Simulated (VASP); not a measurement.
# Ga: relaxation of cell and atoms with RPBE

Crystal: Ga.

```
Ga
1.0
     1.38300   -4.02650    0.00000
     1.38300    4.02650    0.00000
    -0.11745    0.00000    3.32993
Ga
2
Direct
  0.13100 0.86900 0.75000
  0.86900 0.13100 0.25000
```

```
Program                : VASP 6.6.1
Task                   : relaxation of cell and atoms
Functional             : RPBE
Potentials or basis    : VASP PAW PBE potentials, release 64 (Ga_d)
Cutoff                 : 600 eV
k mesh                 : 10 × 10 × 8
Occupations            : fermi-dirac, width 0.05 eV
Spin                   : no spin polarisation
Dipole correction      : no
Further INCAR settings : ALGO = Fast; EDIFF = 1e-07; IBRION = 2; EDIFFG = -0.01; NSW = 60; ISIF = 3
```

```yaml
Relaxed_volume: 19.96 Å³/atom
Relaxed_cell: a = 4.412 Å, b = 4.412 Å, c = 3.261 Å, α = 90.04°, β = 90.04°, γ = 141.05°
Space_group_after_relaxing_to_0.1_Å: Cmcm (No. 63)
Energy_gained_by_relaxing: 25.5 meV/atom
Ionic_steps: 18
Pressure_after_relaxing: 0.0 GPa
Band_gap_on_the_k_mesh: zero (bands 13 and 14 overlap by 8.52 eV)
```

Forces on the atoms (eV/Å):
```
Ga   0.000  0.002  0.000
Ga   0.000 -0.002  0.000
```

Step by step:
```
step  energy change (eV)  largest force (eV/Å)  pressure (GPa)  volume (Å³)
   1              0.0000                0.2118            3.81        37.09
   2             -0.0351                0.1141            0.22        39.50
   3             -0.0361                0.1004           -0.06        39.92
   4             -0.0347                0.0766           -0.87        40.78
   5             -0.0362                0.0963           -0.36        40.15
   6             -0.0362                0.0979           -0.30        40.08
   7             -0.0392                0.0674           -0.22        40.00
   8             -0.0463                0.0193            0.02        39.75
   9             -0.0370                0.2275            1.05        39.18
  10             -0.0488                0.0675            0.28        39.61
  11             -0.0490                0.0985            0.37        39.54
  12             -0.0492                0.0619            0.14        39.88
  13             -0.0498                0.0798            0.23        39.72
  14             -0.0508                0.0306           -0.16        39.98
  15             -0.0509                0.0262           -0.04        40.00
  16             -0.0509                0.0172           -0.17        40.05
  17             -0.0510                0.0032            0.05        39.90
  18             -0.0510                0.0023           -0.03        39.91
```

Final structure:
```
CELL_PARAMETERS angstrom
1.47082 -4.15991 0.02577
1.47082 4.15991 0.02577
-0.06340 0.00000 3.26066
ATOMIC_POSITIONS crystal
Ga 0.13553 0.86447 0.75000
Ga 0.86447 0.13553 0.25000
```

Levels at points of the mesh, in eV from the Fermi level:
| k point | band 11 | band 12 | band 13 | band 14 | band 15 | band 16 |
| --- | --- | --- | --- | --- | --- | --- |
| (0.00, 0.00, 0.00) | -10.67 | -1.97 | -1.67 | 2.72 | 6.25 | 7.66 |
| (0.50, 0.00, 0.00) | -6.29 | -5.08 | -1.52 | -0.28 | 6.29 | 6.46 |
| (0.50, 0.50, 0.00) | -8.86 | -7.99 | 4.70 | 5.69 | 5.88 | 6.55 |
| (0.00, 0.00, 0.50) | -7.08 | -7.08 | 1.78 | 1.78 | 2.48 | 2.48 |
| (0.50, 0.00, 0.50) | -2.87 | -2.86 | -1.50 | -1.50 | 1.94 | 1.97 |
| (0.50, 0.50, 0.50) | -5.51 | -5.51 | -3.82 | -3.82 | 9.39 | 9.39 |

Wall time 18 min on 1 thread of Intel(R) Xeon(R) 6975P-C (Granite Rapids), on a shared host, peak memory 0.32 GiB.

Caveat: the PAW data sets were made with another functional, which shifts forces and pressure a little. Zero-point motion and thermal expansion aren't in these numbers.
